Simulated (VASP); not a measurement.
## SnSe: single point with PBE

The system is SnSe.

```
CELL_PARAMETERS angstrom
4.11816 0.00000 0.00065
0.00000 4.11907 0.00065
-2.05858 -2.05904 3.05281
ATOMIC_POSITIONS crystal
Sn 0.00000 0.00000 0.00000
Se 0.50000 0.50000 0.00000
```

```
Program             : VASP 6.6.1
Task                : single point
Functional          : PBE
Potentials or basis : VASP PAW PBE potentials, release 64 (Sn_d, Se)
Cutoff              : 520 eV
k mesh              : 9 × 9 × 11
Occupations         : gaussian, width 0.02 eV
Spin                : no spin polarisation
```

The pressure is 4.4 GPa and the band gap on the k mesh is 0.29 eV (least direct gap 0.48 eV).

Stress tensor (GPa, compression positive):
```
 6.63  0.01  0.00
 0.01  6.62  0.00
 0.00  0.00 -0.03
```

Levels at points of the mesh, in eV from the valence-band top:
| k point | band 7 | band 8 | band 9 | band 10 | band 11 | band 12 | band 13 | band 14 |
| --- | --- | --- | --- | --- | --- | --- | --- | --- |
| (0.00, 0.00, 0.00) | -5.07 | -2.69 | -2.69 | -2.25 | 3.59 | 4.72 | 4.72 | 5.38 |

Run time: 2.1 min on 1 thread of AMD EPYC 9R45 96-Core Processor (Zen 5), on a shared host, peak memory 0.46 GiB.

Caveat: the stress differs along the axes, from -0 to 7 GPa; semilocal functionals underestimate gaps, and a narrow one can read as zero; spin-orbit coupling is left out, which moves the levels of the heavy elements. A k mesh can miss the band edges.
